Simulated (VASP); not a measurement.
Na, 2 atoms in the cell. Symmetry: Pmmn, No. 59, orthorhombic system. Conventional cell: a = 3.789 Å, b = 5.311 Å, c = 3.789 Å, α = 90.00°, β = 90.00°, γ = 90.00°. Within 4.7 Å of Na (site symmetry mm2) lie 12 Na at 3.58 to 4.00 Å.  This cell differs from its parent crystal: atoms displaced along a vibrational mode, the cell strained.

| Item | Value |
| --- | --- |
| Program | VASP 6.6.1 |
| Task | single point |
| Functional | PBEsol |
| Potentials or basis | VASP PAW PBE potentials, release 64 (Na_pv) |
| Cutoff | 520 eV |
| k mesh | 12 × 12 × 10 |
| Occupations | gaussian, width 0.15 eV |
| Spin | no spin polarisation |
| Dipole correction | no |
| Further INCAR settings | ALGO = Fast; EDIFF = 1e-06; NBANDS = 14 |

Potentials or basis: VASP PAW PBE potentials, release 64 (Na_pv).

Command:

```bash
$ cat potpaw_PBE.64/Na_pv/POTCAR > POTCAR
$ mpirun -np 1 vasp_std > vasp.out
```

Hardware: 1 thread of Intel(R) Xeon(R) Platinum 8488C (Sapphire Rapids) (shared host).

**Question.** How long does it take, and how much memory?

**Answer.** It took 100 s on 1 thread of Intel(R) Xeon(R) Platinum 8488C (Sapphire Rapids) (shared host), peak memory 0.33 GiB. Counts: scf iterations 13, k points 294.
